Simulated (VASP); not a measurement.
# C (P6_3/mmc) in VASP: settings compared

Aim: see how the results for C move with the level of theory and the settings. Levels: PBE, LDA. Tasks: single point.

All numbers are computed with VASP 6.6.1; they aren't measurements. Logs are shortened: lines on timing, memory, paths and dates and some standing lists are left out, and cuts for length are marked.

## (1) The cell of the first run

Symmetry: P6_3/mmc, No. 194, hexagonal system. Conventional cell: a = 2.488 Å, b = 2.488 Å, c = 12.189 Å, α = 90.00°, β = 90.00°, γ = 120.00°. C (site symmetry 3m) has 4 C at 1.52 Å within 2.0 Å. Within 2.0 Å of C (site symmetry 3m) lie 4 C at 1.52 Å. Within 2.0 Å of C (site symmetry 3m) lie 4 C at 1.52 Å.

## (2) Single point, PBE

INCAR reads:

```
PREC     = Accurate       # precision mode
ENCUT    = 520            # plane-wave cutoff, eV
EDIFF    = 1E-7           # SCF threshold, eV
ISMEAR   = -1             # smearing method
SIGMA    = 0.05           # smearing width, eV
LREAL    = F              # projectors in reciprocal space
LASPH    = T              # aspherical terms in the spheres
NELM     = 100            # most SCF steps
ALGO     = Normal         # electronic algorithm
ISIF     = 2              # what is computed and relaxed
LWAVE    = F              # write WAVECAR
LCHARG   = F              # write CHGCAR
GGA      = PE             # functional
NBANDS   = 36             # bands
```

KPOINTS reads:

```
regular mesh
0
Gamma
  12 12 3
```

POSCAR reads:

```
C
1.0
    2.4880133891      0.0000000000      0.0000000000
   -1.2440066945      2.1546827999      0.0000000000
    0.0000000000      0.0000000000     12.1887106107
C
12
Direct
    0.6666666667      0.3333333333      0.3541700000
    0.3333333333      0.6666666667      0.8541700000
    0.6666666667      0.3333333333      0.1458300000
    0.3333333333      0.6666666667      0.6458300000
    0.6666666667      0.3333333333      0.4791700000
    0.3333333333      0.6666666667      0.9791700000
    0.6666666667      0.3333333333      0.0208300000
    0.3333333333      0.6666666667      0.5208300000
    0.0000000000      0.0000000000      0.8125000000
    0.0000000000      0.0000000000      0.3125000000
    0.0000000000      0.0000000000      0.6875000000
    0.0000000000      0.0000000000      0.1875000000
```

Potentials or basis: VASP PAW PBE potentials, release 64 (C).

On the command line:

```console
> cat potpaw_PBE.64/C/POTCAR > POTCAR
> mpirun -np 1 vasp_std > vasp.out
```

OUTCAR:

```text
PREC = Accurate
   ENCUT = 520
   EDIFF = 1E-7
   ISMEAR = -1
   LREAL = F
   LASPH = T
   NELM = 100
   ISIF = 2
   GGA = PE

 ion  position               nearest neighbor table
   1  0.667  0.333  0.354-   5 1.52  10 1.52  10 1.52  10 1.52
   2  0.333  0.667  0.854-   6 1.52   9 1.52   9 1.52   9 1.52
   3  0.667  0.333  0.146-   7 1.52  12 1.52  12 1.52  12 1.52
   4  0.333  0.667  0.646-   8 1.52  11 1.52  11 1.52  11 1.52
   5  0.667  0.333  0.479-   8 1.52   8 1.52   8 1.52   1 1.52
   6  0.333  0.667  0.979-   7 1.52   7 1.52   7 1.52   2 1.52
   7  0.667  0.333  0.021-   6 1.52   6 1.52   6 1.52   3 1.52
   8  0.333  0.667  0.521-   5 1.52   5 1.52   5 1.52   4 1.52
   9  0.000  0.000  0.812-  11 1.52   2 1.52   2 1.52   2 1.52
  10  0.000  0.000  0.312-  12 1.52   1 1.52   1 1.52   1 1.52
  11  0.000  0.000  0.688-   9 1.52   4 1.52   4 1.52   4 1.52
  12  0.000  0.000  0.188-  10 1.52   3 1.52   3 1.52   3 1.52

  LATTYP: Found a hexagonal cell.
 ALAT       =     2.4880133891
 C/A-ratio  =     4.8989730779

  Lattice vectors:

 A1 = (   2.4880133891,   0.0000000000,   0.0000000000)
 A2 = (  -1.2440066945,   2.1546827999,   0.0000000000)
 A3 = (   0.0000000000,   0.0000000000,  12.1887106107)

Analysis of symmetry for initial positions (statically):
=====================================================================
 Subroutine PRICEL returns:
 Original cell was already a primitive cell.

 Routine SETGRP: Setting up the symmetry group for a
 hexagonal supercell.

 Subroutine GETGRP returns: Found 24 space group operations
 (whereof 12 operations were pure point group operations)
 out of a pool of 24 trial point group operations.

The static configuration has the point symmetry D_3d.
 The point group associated with its full space group is D_6h.

Analysis of symmetry for dynamics (positions and initial velocities):
=====================================================================
 Subroutine PRICEL returns:
 Original cell was already a primitive cell.

 Routine SETGRP: Setting up the symmetry group for a
 hexagonal supercell.

 Subroutine GETGRP returns: Found 24 space group operations
 (whereof 12 operations were pure point group operations)
 out of a pool of 24 trial point group operations.

The dynamic configuration has the point symmetry D_3d.
 The point group associated with its full space group is D_6h.

 Subroutine INISYM returns: Found 24 space group operations
 (whereof 12 operations are pure point group operations),
 and found     1 'primitive' translations

----------------------------------------------------------------------------------------

                                     Primitive cell

  volume of cell :      65.3422

  direct lattice vectors                    reciprocal lattice vectors
     2.488013389  0.000000000  0.000000000     0.401927097  0.232052718  0.000000000
    -1.244006694  2.154682800  0.000000000     0.000000000  0.464105436  0.000000000
     0.000000000  0.000000000 12.188710611     0.000000000  0.000000000  0.082043133

  length of vectors
     2.488013389  2.488013389 12.188710611     0.464105436  0.464105436  0.082043133

  position of ions in fractional coordinates (direct lattice)
     0.666666667  0.333333333  0.354170000
     0.333333333  0.666666667  0.854170000
     0.666666667  0.333333333  0.145830000
     0.333333333  0.666666667  0.645830000
     0.666666667  0.333333333  0.479170000
     0.333333333  0.666666667  0.979170000
     0.666666667  0.333333333  0.020830000
     0.333333333  0.666666667  0.520830000
     0.000000000  0.000000000  0.812500000
     0.000000000  0.000000000  0.312500000
     0.000000000  0.000000000  0.687500000
     0.000000000  0.000000000  0.187500000

  ion indices of the primitive-cell ions
   primitive index   ion index
                 1           1
                 2           2
                 3           3
                 4           4
                 5           5
                 6           6
                 7           7
                 8           8
                 9           9
                10          10
                11          11
                12          12

----------------------------------------------------------------------------------------

 KPOINTS: regular mesh

Automatic generation of k-mesh.
 Grid dimensions read from file:
 generate k-points for:   12   12    3

 Generating k-lattice:

  Cartesian coordinates                     Fractional coordinates (reciprocal lattice)
     0.033493925  0.019337726  0.000000000     0.083333333 -0.000000000  0.000000000
     0.000000000  0.038675453  0.000000000     0.000000000  0.083333333  0.000000000
     0.000000000  0.000000000  0.027347711     0.000000000  0.000000000  0.333333333

  Length of vectors
     0.038675453  0.038675453  0.027347711

  Shift w.r.t. Gamma in fractional coordinates (k-lattice)
     0.000000000  0.000000000  0.000000000

 Subroutine IBZKPT returns following result:
 ===========================================

 Found     38 irreducible k-points:

 Following reciprocal coordinates:
            Coordinates               Weight
  0.000000  0.000000  0.000000      1.000000
  0.083333 -0.000000  0.000000      6.000000
  0.166667 -0.000000  0.000000      6.000000
  0.250000  0.000000  0.000000      6.000000
  0.333333 -0.000000  0.000000      6.000000
  0.416667 -0.000000  0.000000      6.000000
[... 16 lines left out ...]
  0.250000  0.000000  0.333333     12.000000
  0.333333 -0.000000  0.333333     12.000000
 [... further k-points ...]
   k-points           NKPTS =     38   k-points in BZ     NKDIM =     38   number of bands    NBANDS=     36
   number of dos      NEDOS =    301   number of ions     NIONS =     12
   total plane-waves  NPLWV =  38400
   dimension x,y,z NGX =    20 NGY =   20 NGZ =   96
   dimension x,y,z NGXF=    40 NGYF=   40 NGZF=  192
   ions per type =              12
   NGX,Y,Z   is equivalent  to a cutoff of  13.36, 13.36, 13.09 a.u.
   NGXF,Y,Z  is equivalent  to a cutoff of  26.73, 26.73, 26.19 a.u.
 SYSTEM =  unknown system
   PREC   = accura    normal or accurate (medium, high low for compatibility)
   ISTART =      0    job   : 0-new  1-cont  2-samecut
   ICHARG =      2    charge: 1-file 2-atom 10-const
   ISPIN  =      1    spin polarized calculation?
   LNONCOLLINEAR =      F non collinear calculations
   LSORBIT =      F    spin-orbit coupling
   LASPH  =      T    aspherical Exc in radial PAW
   ENCUT  =  520.0 eV  38.22 Ry    6.18 a.u.   4.63  4.63 22.66*2*pi/ulx,y,z
   NELM   =    100;   NELMIN=  2; NELMDL= -5     # of ELM steps
   EDIFF  = 0.1E-06   stopping-criterion for ELM
   LREAL  =      F    real-space projection
   EDIFFG = 0.1E-05   stopping-criterion for IOM
   NSW    =      0    number of steps for IOM
   IBRION =     -1    ionic relax: 0-MD 1-quasi-New 2-CG
   NFREE  =      0    steps in history (QN), initial steepest desc. (CG)
   ISIF   =      2    stress and relaxation
   ISYM   =      2    0-nonsym 1-usesym 2-fastsym
   POTIM  = 0.5000    time-step for ionic-motion
   TEBEG  =    0.0;   TEEND  =   0.0 temperature during run
   PSTRESS=    0.0 pullay stress
   NELECT =      48.0000    total number of electrons
   NUPDOWN=      -1.0000    fix difference up-down
   EMIN   =  10.00;   EMAX   =-10.00  energy-range for DOS
   EFERMI =   0.00;   METHOD = LEGACY
   ISMEAR =    -1;   SIGMA  =   0.05  broadening in eV -4-tet -1-fermi 0-gaus
   EFERMI_NEDOS =   21; number of points for ismear=-14 and -15
   IALGO  =     38    algorithm
   IMIX   =      4    mixing-type and parameters
     AMIX     =   0.40;   BMIX     =  1.00
     AMIX_MAG =   1.60;   BMIX_MAG =  1.00
  volume/ion in A,a.u.               =       5.45        36.75
  Fermi-wavevector in a.u.,A,eV,Ry     =   1.477148  2.791405 29.687447  2.181966
  Thomas-Fermi vector in A             =   2.591588
   LORBIT       =      0    0 simple, 1 ext, 2 COOP (PROOUT), +10 PAW based schemes
   GGA     = PE    functional components
   LHFCALC =     F    Hartree Fock is set to
   AEXX    =    0.0000 exact exchange contribution
   IVDW    =     0    specifies the selected vdW correction
   LEPSILON=     F    determine dielectric tensor
   LRPA    =     F    only Hartree local field effects (RPA)
 non-spin polarized calculation
  energy-cutoff  :      520.00
  volume of cell :       65.34
 maximum number of plane-waves:      1788
 NGX is ok and might be reduce to    20
   NGX =  9   NGY =  9   NGZ = 45

 number of electron      48.0000001 magnetization

 Free energy of the ion-electron system (eV)
  ---------------------------------------------------
  ext. energy  EPLUGINS =         0.00000000
  ---------------------------------------------------
  free energy    TOTEN  =      -108.81017545 eV

  energy without entropy =     -108.81017545  energy(sigma->0) =     -108.81017545

 E-fermi :  11.4562     XC(G=0): -13.4549

 val. band max:       10.4281835151   @ k =   0.0000   0.0000   0.0000
 cond. band min:      14.9168046239   @ k =   0.3333  -0.0000   0.0000
 fundamental gap:      4.4886211087
 Fermi energy:        11.4562080892

 k-point     1 :       0.0000    0.0000    0.0000
  band No.  band energies     occupation
      1     -11.7136      2.00000
      2     -10.9473      2.00000
      3     -10.9001      2.00000
      4      -8.6127      2.00000
      5      -8.5888      2.00000
      6      -5.6750      2.00000
[... 28 lines left out ...]
     35      18.5219      0.00000
     36      18.7947      0.00000

 k-point     2 :       0.0833   -0.0000    0.0000
  band No.  band energies     occupation
      1     -11.5382      2.00000
      2     -10.7731      2.00000
      3     -10.7255      2.00000
      4      -8.4435      2.00000
      5      -8.4190      2.00000
      6      -5.5196      2.00000
[... 28 lines left out ...]
     35      19.0914      0.00000
     36      19.2136      0.00000
[... 817 lines left out ...]
     35      20.4986      0.00000
     36      20.7816      0.00000

 k-point    24 :       0.3333   -0.0000    0.3333
  band No.  band energies     occupation
      1      -8.8630      2.00000
      2      -8.6076      2.00000
      3      -7.5937      2.00000
      4      -6.8493      2.00000
      5      -4.9531      2.00000
      6      -3.9082      2.00000
[... 28 lines left out ...]
     35      19.8903      0.00000
     36      20.6206      0.00000

 [... further k-points ...]
[... 5 lines left out ...]
  --------------------------------------------------------------------------------------
  -------------------------------------------------------------------------------------
  Total        7.8661733      7.8661733     11.5798787      0.0000000      0.0000000      0.0000000
  in kB      192.8769238    192.8769238    283.9362018      0.0000000      0.0000000      0.0000000
  external PRESSURE =     223.2300164 kB  Pullay stress =       0.0000000 kB

 VOLUME and BASIS-vectors are now :
 -----------------------------------------------------------------------------
  energy-cutoff  :      520.00
  volume of cell :       65.34
      direct lattice vectors                 reciprocal lattice vectors
     2.488013389  0.000000000  0.000000000     0.401927097  0.232052718  0.000000000
    -1.244006694  2.154682800  0.000000000     0.000000000  0.464105436  0.000000000
     0.000000000  0.000000000 12.188710611     0.000000000  0.000000000  0.082043133

 POSITION                                       TOTAL-FORCE (eV/Angst)
 -----------------------------------------------------------------------------------
      1.24401      0.71823      4.31688        -0.000000      0.000000      0.336203
     -0.00000      1.43646     10.41123         0.000000      0.000000      0.336203
      1.24401      0.71823      1.77748        -0.000000     -0.000000     -0.336203
     -0.00000      1.43646      7.87183         0.000000     -0.000000     -0.336203
      1.24401      0.71823      5.84046         0.000000      0.000000     -0.028054
     -0.00000      1.43646     11.93482        -0.000000     -0.000000     -0.028054
      1.24401      0.71823      0.25389         0.000000      0.000000      0.028054
     -0.00000      1.43646      6.34825         0.000000     -0.000000      0.028054
      0.00000      0.00000      9.90333        -0.000000     -0.000000      0.355643
      0.00000      0.00000      3.80897         0.000000     -0.000000      0.355643
      0.00000      0.00000      8.37974        -0.000000      0.000000     -0.355643
      0.00000      0.00000      2.28538         0.000000      0.000000     -0.355643
 -----------------------------------------------------------------------------------
    total drift:                               -0.000000      0.000000      0.000000

  FREE ENERGIE OF THE ION-ELECTRON SYSTEM (eV)
  ---------------------------------------------------
  free  energy   TOTEN  =      -108.8101754470 eV

  energy  without entropy=     -108.8101754470  energy(sigma->0) =     -108.81017545
```

Wall time 41 s (1 thread of AMD EPYC 9R45 (Zen 5), shared host); peak memory 0.18 GiB.

Results:

| Quantity | Value |
| --- | --- |
| Free energy | -108.8102 eV |
| Pressure | 22.3 GPa |
| Largest force | 0.356 eV/Å |
| Band gap on the k mesh | 4.49 eV (least direct gap 5.39 eV) |

Forces in eV/Å, atoms in the order of the input:
```
C    0.000  0.000  0.336
C    0.000  0.000  0.336
C    0.000  0.000 -0.336
C    0.000  0.000 -0.336
C    0.000  0.000 -0.028
C    0.000  0.000 -0.028
C    0.000  0.000  0.028
C    0.000  0.000  0.028
C    0.000  0.000  0.356
C    0.000  0.000  0.356
C    0.000  0.000 -0.356
C    0.000  0.000 -0.356
```

Stress tensor (GPa, compression positive):
```
19.29  0.00  0.00
 0.00 19.29  0.00
 0.00  0.00 28.39
```

Levels at points of the mesh, in eV from the valence-band top:
| k point | band 22 | band 23 | band 24 | band 25 | band 26 | band 27 |
| --- | --- | --- | --- | --- | --- | --- |
| (0.00, 0.00, 0.00) | -0.16 | 0.00 | 0.00 | 5.39 | 5.39 | 5.78 |
| (0.50, 0.00, 0.00) | -4.22 | -3.78 | -3.00 | 4.61 | 5.20 | 5.35 |

Caveat: the cell stands under pressure; an odd mesh through Γ misses points on the zone boundary, where band edges can lie.

(Part 1 of 2 ends here.)
